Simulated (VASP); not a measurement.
# Ir (Fm-3m) in VASP: single point with HSE06

Aim: the single point of Ir with HSE06.

Everything below comes from runs of VASP 6.6.1. Logs are shortened: lines on timing, memory, paths and dates and some standing lists are left out, and cuts for length are marked.

**1. The cell of the first run**

It takes space group Fm-3m (No. 225, cubic). Conventional cell: a = 3.747 Å, b = 3.747 Å, c = 3.747 Å, α = 90.00°, β = 90.00°, γ = 90.00°. Ir (site symmetry m-3m) has 12 Ir at 2.65 Å within 3.5 Å.

**2. Single point, HSE06 (13.15 Å³/atom)**

File POSCAR:

```
Ir
1.0
    0.0000000000      1.8735645886      1.8735645886
    1.8735645886      0.0000000000      1.8735645886
    1.8735645886      1.8735645886      0.0000000000
Ir
1
Direct
    0.0000000000      0.0000000000      0.0000000000
```

File INCAR.step1:

```
SYSTEM = Ir
PREC     = Accurate       ! precision mode
ENCUT    = 520            ! plane-wave cutoff, eV
EDIFF    = 1E-5           ! SCF threshold, eV
ISMEAR   = 0              ! smearing method
SIGMA    = 0.05           ! smearing width, eV
LREAL    = .FALSE.        ! projectors in reciprocal space
LASPH    = .TRUE.         ! aspherical terms in the spheres
NELM     = 60             ! most SCF steps
ALGO     = Normal         ! electronic algorithm
ISIF     = 2              ! what is computed and relaxed
LWAVE    = .TRUE.         ! write WAVECAR
LCHARG   = .FALSE.        ! write CHGCAR
NBANDS   = 10             ! bands
GGA      = PE             ! functional
```

File INCAR.step2:

```
SYSTEM = Ir
PREC     = Accurate       ! precision mode
ENCUT    = 520            ! plane-wave cutoff, eV
EDIFF    = 1E-6           ! SCF threshold, eV
ISMEAR   = 0              ! smearing method
SIGMA    = 0.05           ! smearing width, eV
LREAL    = .FALSE.        ! projectors in reciprocal space
LASPH    = .TRUE.         ! aspherical terms in the spheres
NELM     = 60             ! most SCF steps
ALGO     = Normal         ! electronic algorithm
ISIF     = 2              ! what is computed and relaxed
LWAVE    = .FALSE.        ! write WAVECAR
LCHARG   = .FALSE.        ! write CHGCAR
GGA      = PE             ! functional
LHFCALC  = .TRUE.         ! exact exchange
HFSCREEN = 0.2079         ! screening, 1/A
PRECFOCK = Normal       
NBANDS   = 10             ! bands
ISTART   = 1
```

File KPOINTS:

```
regular mesh
0
G
  10 10 10
  0 0 0
```

Potentials or basis: VASP PAW PBE potentials, release 64 (Ir).

Run with:

```console
$ cat potpaw_PBE.64/Ir/POTCAR > POTCAR
$ cp INCAR.step1 INCAR
$ mpirun -np 1 vasp_std > vasp.out
$ cp INCAR.step2 INCAR
$ mpirun -np 1 vasp_std > vasp.out
```

OUTCAR:

```text
SYSTEM = Ir
   PREC = Accurate
   ENCUT = 520
   EDIFF = 1E-6
   ISMEAR = 0
   LREAL = .FALSE.
   LASPH = .TRUE.
   NELM = 60
   ISIF = 2
   GGA = PE
   LHFCALC = .TRUE.
   HFSCREEN = 0.2079
   PRECFOCK = Normal
   ISTART = 1

 ion  position               nearest neighbor table
   1  0.000  0.000  0.000-

  LATTYP: Found a face centered cubic cell.
 ALAT       =     3.7471291772

  Lattice vectors:

 A1 = (   0.0000000000,   1.8735645886,   1.8735645886)
 A2 = (   1.8735645886,   0.0000000000,   1.8735645886)
 A3 = (   1.8735645886,   1.8735645886,   0.0000000000)

Analysis of symmetry for initial positions (statically):
=====================================================================
 Subroutine PRICEL returns:
 Original cell was already a primitive cell.

 Routine SETGRP: Setting up the symmetry group for a
 face centered cubic supercell.

 Subroutine GETGRP returns: Found 48 space group operations
 (whereof 48 operations were pure point group operations)
 out of a pool of 48 trial point group operations.

The static configuration has the point symmetry O_h .

Analysis of symmetry for dynamics (positions and initial velocities):
=====================================================================
 Subroutine PRICEL returns:
 Original cell was already a primitive cell.

 Routine SETGRP: Setting up the symmetry group for a
 face centered cubic supercell.

 Subroutine GETGRP returns: Found 48 space group operations
 (whereof 48 operations were pure point group operations)
 out of a pool of 48 trial point group operations.

The dynamic configuration has the point symmetry O_h .

 Subroutine INISYM returns: Found 48 space group operations
 (whereof 48 operations are pure point group operations),
 and found     1 'primitive' translations

----------------------------------------------------------------------------------------

                                     Primitive cell

  volume of cell :      13.1533

  direct lattice vectors                    reciprocal lattice vectors
     0.000000000  1.873564589  1.873564589    -0.266870970  0.266870970  0.266870970
     1.873564589  0.000000000  1.873564589     0.266870970 -0.266870970  0.266870970
     1.873564589  1.873564589  0.000000000     0.266870970  0.266870970 -0.266870970

  length of vectors
     2.649620451  2.649620451  2.649620451     0.462234080  0.462234080  0.462234080

  position of ions in fractional coordinates (direct lattice)
[... 91 lines left out ...]
   EFERMI =   0.00;   METHOD = LEGACY
   ISMEAR =     0;   SIGMA  =   0.05  broadening in eV -4-tet -1-fermi 0-gaus
   EFERMI_NEDOS =   21; number of points for ismear=-14 and -15
   IALGO  =     38    algorithm
   IMIX   =      1    mixing-type and parameters
     AMIX     =   0.40;   BMIX     =  1.00
     AMIX_MAG =   1.60;   BMIX_MAG =  1.00
  volume/ion in A,a.u.               =      13.15        88.76
  Fermi-wavevector in a.u.,A,eV,Ry     =   1.442592  2.726105 28.314718  2.081073
  Thomas-Fermi vector in A             =   2.561095
   LORBIT       =      0    0 simple, 1 ext, 2 COOP (PROOUT), +10 PAW based schemes
   GGA     = PE    functional components
   LHFCALC =     T    Hartree Fock is set to
   PRECFOCK=normal    Normal, Fast or Accurate (Low or Medium for compatibility)
   ENCUT4O =  -1.0   cutoff for four orbital integrals eV
   NKREDX  =     1    reduce k-point grid by
   NKREDY  =     1    reduce k-point grid by
   NKREDZ  =     1    reduce k-point grid by
   AEXX    =    0.2500 exact exchange contribution
   HFSCREEN=    0.2079 screening length (either q_TF or 0.3 A-1)
   HFSCREENC=   0.2079 screening length for correlation (either q_TF or 0.3 A-1)
   ENCUTFOCK=  -1.0 apply spherical cutoff to Coloumb kernel
   IVDW    =     0    specifies the selected vdW correction
   LEPSILON=     F    determine dielectric tensor
   LRPA    =     F    only Hartree local field effects (RPA)
 non-spin polarized calculation
 Gauss-broadening in eV      SIGMA  =   0.05
  energy-cutoff  :      520.00
  volume of cell :       13.15
 maximum number of plane-waves:       364
  NGX = 16; NGY = 16; NGZ = 16

 number of electron       9.0000000 magnetization

 Free energy of the ion-electron system (eV)
  ---------------------------------------------------
  ext. energy  EPLUGINS =         0.00000000
  ---------------------------------------------------
  free energy    TOTEN  =       -10.13060583 eV

  energy without entropy =      -10.13006655  energy(sigma->0) =      -10.13033619

 E-fermi :  11.3875     XC(G=0): -11.6928

 val. band max:       11.3636187065   @ k =   0.5000   0.4000   0.0000
 cond. band min:      11.5833181813   @ k =  -0.3000   0.3000   0.1000
 fundamental gap:      0.2196994749
 Fermi energy:        11.3874655169

 k-point     1 :       0.0000    0.0000    0.0000
  band No.  band energies     occupation
      1      -1.7519      2.00000
      2       6.3534      2.00000
      3       6.3534      2.00000
      4       6.3534      2.00000
      5       9.3164      2.00000
      6       9.3164      2.00000
      7      26.6542      0.00000
      8      32.9795      0.00000
      9      32.9795      0.00000
     10      32.9795      0.00000
[... 287 lines left out ...]
 k-point    24 :       0.4000    0.3000    0.0000
  band No.  band energies     occupation
      1       2.2393      2.00000
      2       3.1057      2.00000
      3       8.0721      2.00000
      4      10.1106      2.00000
      5      12.2275      0.00000
      6      12.4767      0.00000
      7      26.1449      0.00000
      8      28.4411      0.00000
      9      29.5949      0.00000
     10      34.9899      0.00000

 [... further k-points ...]

------------------------ aborting loop because EDIFF is reached ----------------------------------------

  FORCE on cell =-STRESS in cart. coord.  units (eV):
  Direction    XX          YY          ZZ          XY          YZ          ZX
  --------------------------------------------------------------------------------------
  -------------------------------------------------------------------------------------
  Total        2.6265818      2.6265818      2.6265818     -0.0000000     -0.0000000      0.0000000
  in kB      319.9377662    319.9377662    319.9377662     -0.0000000     -0.0000000      0.0000000
  external PRESSURE =     319.9377662 kB  Pullay stress =       0.0000000 kB

 VOLUME and BASIS-vectors are now :
 -----------------------------------------------------------------------------
  energy-cutoff  :      520.00
  volume of cell :       13.15
      direct lattice vectors                 reciprocal lattice vectors
     0.000000000  1.873564589  1.873564589    -0.266870970  0.266870970  0.266870970
     1.873564589  0.000000000  1.873564589     0.266870970 -0.266870970  0.266870970
     1.873564589  1.873564589  0.000000000     0.266870970  0.266870970 -0.266870970

 POSITION                                       TOTAL-FORCE (eV/Angst)
 -----------------------------------------------------------------------------------
      0.00000      0.00000      0.00000         0.000000     -0.000000      0.000000
 -----------------------------------------------------------------------------------
    total drift:                                0.000002      0.000004      0.000004

  FREE ENERGIE OF THE ION-ELECTRON SYSTEM (eV)
  ---------------------------------------------------
  free  energy   TOTEN  =       -10.1306058323 eV

  energy  without entropy=      -10.1300665472  energy(sigma->0) =      -10.13033619
```

OSZICAR.step1:

```text
N       E                     dE             d eps       ncg     rms          rms(c)
DAV:   1     0.476628625742E+02    0.47663E+02   -0.45151E+03   948   0.838E+02
DAV:   2    -0.833762533893E+01   -0.56000E+02   -0.53642E+02   972   0.200E+02
DAV:   3    -0.919026077751E+01   -0.85264E+00   -0.84560E+00  1122   0.299E+01
DAV:   4    -0.919835051359E+01   -0.80897E-02   -0.80878E-02  1078   0.272E+00
DAV:   5    -0.919850267126E+01   -0.15216E-03   -0.15216E-03  1066   0.353E-01    0.187E+01
DAV:   6    -0.878840697341E+01    0.41010E+00   -0.58959E-01  1056   0.967E+00    0.822E+00
DAV:   7    -0.868924759054E+01    0.99159E-01   -0.25920E-01  1142   0.594E+00    0.138E+00
DAV:   8    -0.868537925257E+01    0.38683E-02   -0.20960E-03  1018   0.537E-01    0.827E-01
DAV:   9    -0.868277732523E+01    0.26019E-02   -0.19175E-03  1058   0.625E-01    0.137E-02
DAV:  10    -0.868278379343E+01   -0.64682E-05   -0.10692E-05  1116   0.302E-02
   1 F= -.86827838E+01 E0= -.86819179E+01  d E =-.173174E-02
```

It took 2.2 h on 1 thread of Oxide Virtual Turin-like, shared host; peak memory 0.22 GiB.

What came out:

- Free energy: -10.1306 eV
- Pressure: 32.0 GPa
- Band gap on the k mesh: zero (an odd number of electrons rules out a gap without spin polarisation)

Levels at points of the mesh, in eV from the Fermi level:
```tsv
k point	band 1	band 2	band 3	band 4	band 5	band 6	band 7	band 8	band 9
(0.00, 0.00, 0.00)	-13.14	-5.03	-5.03	-5.03	-2.07	-2.07	15.27	21.59	21.59
(0.50, 0.00, 0.00)	-9.95	-5.33	-5.33	-1.11	1.21	1.21	9.17	14.82	21.89
(0.50, 0.50, 0.00)	-10.00	-9.21	0.66	1.78	2.08	2.08	12.83	13.12	13.12
```

Caveat: the cell stands under pressure; the PAW data sets were made with another functional, which shifts forces and pressure a little; spin-orbit coupling is left out, which moves the levels of the heavy elements.

The gap in the log of VASP goes by the Fermi energy; the results here count the filled bands.